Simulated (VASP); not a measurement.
# CuO (P4_2/mmc) in VASP: notebook, part 2 of 2

VASP 6.6.1. The steps go on from the part before.

## (5) Single point, PBE

This run uses another cell than the first one, of 12.22 Å³/atom, 1.092 times its volume.

The input, INCAR:

```
PREC = Accurate
ENCUT = 520
EDIFF = 1E-7
ISMEAR = -1
SIGMA = 0.05
LREAL = False
LASPH = True
NELM = 60
ALGO = Normal
ISIF = 2
LWAVE = False
LCHARG = False
GGA = PE
NBANDS = 25
```

The input, KPOINTS:

```
Automatic mesh
0
Gamma
  8 8 6
```

The input, POSCAR:

```
CuO
1.0
    3.3990834929      0.0000000000      0.0000000000
    0.0000000000      3.3990834929      0.0000000000
    0.0000000000      0.0000000000      4.2318669172
Cu O
2 2
Direct
    0.0000000000      0.5000000000      0.0000000000
    0.5000000000      0.0000000000      0.5000000000
    0.0000000000      0.0000000000      0.2500000000
    0.0000000000      0.0000000000      0.7500000000
```

Potentials or basis: VASP PAW PBE potentials, release 64 (Cu, O).

Launch:

```
$ cat potpaw_PBE.64/Cu/POTCAR potpaw_PBE.64/O/POTCAR > POTCAR
$ mpirun -np 1 vasp_std > vasp.out
```

OUTCAR:

```text
PREC = Accurate
   ENCUT = 520
   EDIFF = 1E-7
   ISMEAR = -1
   LREAL = False
   LASPH = True
   NELM = 60
   ISIF = 2
   GGA = PE

 ion  position               nearest neighbor table
   1  0.000  0.500  0.000-   3 2.00   4 2.00   3 2.00   4 2.00
   2  0.500  0.000  0.500-   3 2.00   4 2.00   3 2.00   4 2.00
   3  0.000  0.000  0.250-   1 2.00   2 2.00   1 2.00   2 2.00
   4  0.000  0.000  0.750-   1 2.00   2 2.00   1 2.00   2 2.00

  LATTYP: Found a simple tetragonal cell.
[... 865 lines left out ...]
     24      15.5604      0.00000
     25      18.4491      0.00000

 [... further k-points ...]
[... 5 lines left out ...]
  --------------------------------------------------------------------------------------
  -------------------------------------------------------------------------------------
  Total       -3.7638213     -3.7638213      7.6120797      0.0000000      0.0000000      0.0000000
  in kB     -123.3343123   -123.3343123    249.4354891      0.0000000      0.0000000      0.0000000
  external PRESSURE =       0.9222882 kB  Pullay stress =       0.0000000 kB

 VOLUME and BASIS-vectors are now :
 -----------------------------------------------------------------------------
  energy-cutoff  :      520.00
  volume of cell :       48.89
      direct lattice vectors                 reciprocal lattice vectors
     3.399083493  0.000000000  0.000000000     0.294196951  0.000000000  0.000000000
     0.000000000  3.399083493  0.000000000     0.000000000  0.294196951  0.000000000
     0.000000000  0.000000000  4.231866917     0.000000000  0.000000000  0.236302327

 POSITION                                       TOTAL-FORCE (eV/Angst)
 -----------------------------------------------------------------------------------
      0.00000      1.69954      0.00000         0.000000      0.000000      0.000000
      1.69954      0.00000      2.11593         0.000000      0.000000      0.000000
      0.00000      0.00000      1.05797         0.000000      0.000000     -0.000000
      0.00000      0.00000      3.17390         0.000000      0.000000     -0.000000
 -----------------------------------------------------------------------------------
    total drift:                                0.000000      0.000000      0.000000

  FREE ENERGIE OF THE ION-ELECTRON SYSTEM (eV)
  ---------------------------------------------------
  free  energy   TOTEN  =       -18.2921048676 eV

  energy  without entropy=      -18.2727472018  energy(sigma->0) =      -18.28242603
```

OSZICAR:

```text
N       E                     dE             d eps       ncg     rms          rms(c)
DAV:   1     0.298508205527E+03    0.29851E+03   -0.16203E+04  3080   0.202E+03
DAV:   2     0.146872824822E+02   -0.28382E+03   -0.26085E+03  3115   0.381E+02
DAV:   3    -0.236963932483E+02   -0.38384E+02   -0.35780E+02  3767   0.156E+02
DAV:   4    -0.250671642432E+02   -0.13708E+01   -0.13627E+01  3754   0.306E+01
DAV:   5    -0.250942902203E+02   -0.27126E-01   -0.27114E-01  3717   0.390E+00    0.196E+01
DAV:   6    -0.260035313323E+02   -0.90924E+00   -0.48201E+01  4102   0.171E+02    0.186E+01
DAV:   7    -0.182157530763E+02    0.77878E+01   -0.16956E+01  3756   0.124E+02    0.337E+00
DAV:   8    -0.183144109800E+02   -0.98658E-01   -0.23982E+00  4420   0.162E+01    0.123E+00
DAV:   9    -0.182934044943E+02    0.21006E-01   -0.73319E-02  3989   0.383E+00    0.312E-01
DAV:  10    -0.182930174636E+02    0.38703E-03   -0.78724E-03  4513   0.153E+00    0.299E-01
DAV:  11    -0.182924780308E+02    0.53943E-03   -0.54170E-03  4657   0.192E+00    0.171E-01
DAV:  12    -0.182923189407E+02    0.15909E-03   -0.21426E-03  4611   0.141E+00    0.119E-01
DAV:  13    -0.182920976320E+02    0.22131E-03   -0.45738E-04  4243   0.661E-01    0.112E-02
DAV:  14    -0.182921046420E+02   -0.70100E-05   -0.81593E-05  3200   0.701E-02    0.287E-03
DAV:  15    -0.182921049074E+02   -0.26542E-06   -0.12094E-06  4441   0.145E-02    0.112E-03
DAV:  16    -0.182921048676E+02    0.39841E-07   -0.61875E-08  2313   0.517E-03
   1 F= -.18292105E+02 E0= -.18282426E+02  d E =-.193577E-01
```

Wall time 1.7 min (1 thread of Intel Xeon Platinum 8488C (Sapphire Rapids), shared host); peak memory 0.2 GiB.

What came out:

```
Free energy            : -18.2921 eV
Pressure               : 0.1 GPa
Band gap on the k mesh : zero (band 17 reaches 4.89 eV, above the bottom of band 18 at 3.07 eV)
```

Levels at points of the mesh, in eV from the Fermi level:
```csv
k point,band 13,band 14,band 15,band 16,band 17,band 18,band 19,band 20,band 21,band 22
"(0.00, 0.00, 0.00)",-2.32,-2.29,-1.29,0.45,0.52,0.67,0.67,6.15,7.32,9.65
"(0.50, 0.00, 0.00)",-2.38,-1.84,-1.78,-1.78,0.56,0.98,3.81,4.16,6.53,9.89
"(0.50, 0.50, 0.00)",-2.29,-2.13,-1.83,-1.52,-1.52,0.74,1.35,8.03,8.03,8.91
"(0.00, 0.00, 0.50)",-1.95,-1.95,-1.68,-1.68,-0.05,-0.05,2.26,2.26,9.86,9.86
"(0.50, 0.00, 0.50)",-2.39,-2.20,-1.90,-1.82,-0.73,0.44,3.90,5.20,6.03,6.14
"(0.50, 0.50, 0.50)",-1.83,-1.83,-1.63,-1.63,-1.16,-1.16,3.52,3.52,8.49,8.49
```

Caveat: semilocal functionals often make such compounds metallic where correlation or magnetic order opens a gap, which also shifts bond lengths.

## (6) Single point, PBE

This run uses another cell than the first one, of 12.47 Å³/atom, 1.115 times its volume.

The input, INCAR:

```
PREC     = Accurate       # precision mode
ENCUT    = 520            # plane-wave cutoff, eV
EDIFF    = 1E-6           # SCF threshold, eV
ISMEAR   = -1             # smearing method
SIGMA    = 0.05           # smearing width, eV
LREAL    = F              # projectors in reciprocal space
LASPH    = T              # aspherical terms in the spheres
NELM     = 60             # most SCF steps
ALGO     = Normal         # electronic algorithm
ISIF     = 2              # what is computed and relaxed
LWAVE    = F              # write WAVECAR
LCHARG   = T              # write CHGCAR
GGA      = PE             # functional
LELF     = T              # ELF
LVHAR    = T            
NBANDS   = 25             # bands
```

The input, KPOINTS:

```
regular mesh
0
Gamma
  8 8 6
```

The input, POSCAR:

```
CuO
1.0
    3.4220509700      0.0000000000      0.0000000000
    0.0000000000      3.4220509700      0.0000000000
    0.0000000000      0.0000000000      4.2604614800
Cu O
2 2
Direct
    0.0000000000      0.5000000000      0.0000000000
    0.5000000000      0.0000000000      0.5000000000
    0.0000000000      0.0000000000      0.2500000000
    0.0000000000      0.0000000000      0.7500000000
```

Potentials or basis: VASP PAW PBE potentials, release 64 (Cu, O).

Launch:

```
$ cat potpaw_PBE.64/Cu/POTCAR potpaw_PBE.64/O/POTCAR > POTCAR
$ mpirun -np 1 vasp_std > vasp.out
```

Wall time 89 s (1 thread of Intel Xeon Platinum 8488C (Sapphire Rapids), shared host); peak memory 0.2 GiB.

Results (log left out):

* Free energy: -18.2864 eV
* Pressure: -2.2 GPa
* Band gap on the k mesh: zero (band 17 reaches 4.64 eV, above the bottom of band 18 at 2.85 eV)

Stress tensor (GPa, compression positive):
```
-14.07   0.00   0.00
  0.00 -14.07   0.00
  0.00   0.00  21.40
```

Levels at points of the mesh, in eV from the Fermi level:
```
           k point  band 13  band 14  band 15  band 16  band 17  band 18  band 19  band 20  band 21  band 22
(0.00, 0.00, 0.00)    -2.25    -2.22    -1.26     0.45     0.49     0.66     0.66     6.13     7.20     9.64
(0.50, 0.00, 0.00)    -2.31    -1.79    -1.73    -1.73     0.55     0.97     3.81     4.10     6.50     9.83
(0.50, 0.50, 0.00)    -2.23    -2.08    -1.81    -1.49    -1.49     0.84     1.33     7.89     7.89     8.87
(0.00, 0.00, 0.50)    -1.90    -1.90    -1.65    -1.65    -0.04    -0.04     2.25     2.25     9.78     9.78
(0.50, 0.00, 0.50)    -2.33    -2.15    -1.86    -1.78    -0.73     0.42     3.92     5.15     5.92     6.13
(0.50, 0.50, 0.50)    -1.78    -1.78    -1.59    -1.59    -1.15    -1.15     3.57     3.57     8.33     8.33
```

Caveat: semilocal functionals often make such compounds metallic where correlation or magnetic order opens a gap, which also shifts bond lengths. With open d or f shells a metallic result of PBE can be an artefact of self-interaction; +U or a hybrid may open a gap.

## (7) Overview

```csv
cell,gap on the mesh (eV),pressure (GPa)
"a = 2.946, b = 2.946, c = 5.157 Å, 4 atoms",none,0.7
"a = 3.352, b = 3.352, c = 4.173 Å, 4 atoms",none,5.9
"a = 3.376, b = 3.376, c = 4.203 Å, 4 atoms",none,2.8
"a = 3.399, b = 3.399, c = 4.232 Å, 4 atoms",none,0.1
"a = 3.422, b = 3.422, c = 4.260 Å, 4 atoms",none,-2.2
```

Alike in all rows: task single point; level PBE; potentials or basis VASP PAW PBE potentials, release 64 (Cu, O); no spin polarisation; k mesh 8 × 8 × 6; cutoff (eV) 520; smearing fermi-dirac 0.05 eV.

Caveats: semilocal functionals often make such compounds metallic where correlation or magnetic order opens a gap, which also shifts bond lengths.

Total energies depend on the potentials used, so only differences within one code and one set of settings carry meaning.
